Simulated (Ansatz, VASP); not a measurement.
**One calculation of SnO2, two programs**

File INCAR:

```
PREC = Accurate
ENCUT = 520
EDIFF = 1E-7
ISMEAR = -1
SIGMA = 0.05
LREAL = F
LASPH = T
NELM = 60
ALGO = Normal
ISIF = 2
LWAVE = F
LCHARG = T
GGA = CA
LELF = T
LVHAR = T
NBANDS = 20
```

KPOINTS

```
Automatic mesh
0
Gamma
  8 8 8
```

The input POSCAR:

```
SnO2
1.0
    1.5840819130      0.9145701189      4.7025938089
   -1.5840819130      0.9145701189      4.7025938089
    0.0000000000     -1.8291402378      4.7025938089
Sn O
1 2
Direct
    0.5000000000      0.5000000000      0.5000000000
    0.7628300000      0.7628300000      0.7628300000
    0.2371700000      0.2371700000      0.2371700000
```

The input input.yaml:

```yaml
crystal:
  lattice:
    - [1.584081913, 0.9145701189, 4.7025938089]
    - [-1.584081913, 0.9145701189, 4.7025938089]
    - [0.0, -1.8291402378, 4.7025938089]
  atoms:
    - { symbol: Sn, position: [0.5, 0.5, 0.5] }
    - { symbol: O, position: [0.76283, 0.76283, 0.76283] }
    - { symbol: O, position: [0.23717, 0.23717, 0.23717] }
hamiltonian:
  xc: lda
  pseudopotentials: { kind: paw }
kpoints:
  mp_grid: { grid: [8, 8, 8] }
scf:
  occupations: { method: fermi_dirac, width: 0.05 }
output:
  forces: true
  stress: true
  eigenvalues: true
```

Alike in both runs: task single point; functional LDA; k mesh 8 × 8 × 8; occupations fermi-dirac, width 0.05 eV; no spin polarisation.

```csv
,VASP,Ansatz
version,VASP 6.6.1,Ansatz 0.2.0
potentials or method,"VASP PAW LDA potentials, release 64 (Sn_d, O)",Ansatz PAW
plane-wave cutoff (eV),520,420
valence electrons in the cell,26,26
```

Ansatz gave:

| Item | Value |
| --- | --- |
| gap on the k mesh at the Fermi level (eV) | 2.19 |
| least direct gap on the mesh (eV) | 2.37 |
| pressure (GPa) | -0.2 |
| traceless stress, the component that is largest in VASP (GPa) | -2.05 |
| rms of the force components (eV/Å) | 0.003 |

Which values does VASP return?

gap on the k mesh at the Fermi level (eV): 2.19; least direct gap on the mesh (eV): 2.37; pressure (GPa): 0.7; traceless stress, the component that is largest in VASP (GPa): -2.65; rms of the force components (eV/Å): 0.030.

LDA's correlation is that of Perdew and Zunger in VASP and of Perdew and Wang (1992) in Ansatz. Atom by atom the forces differ by 0.033 eV/Å (rms over components).

Noted on Ansatz's run: Pulay correction over one GPa.
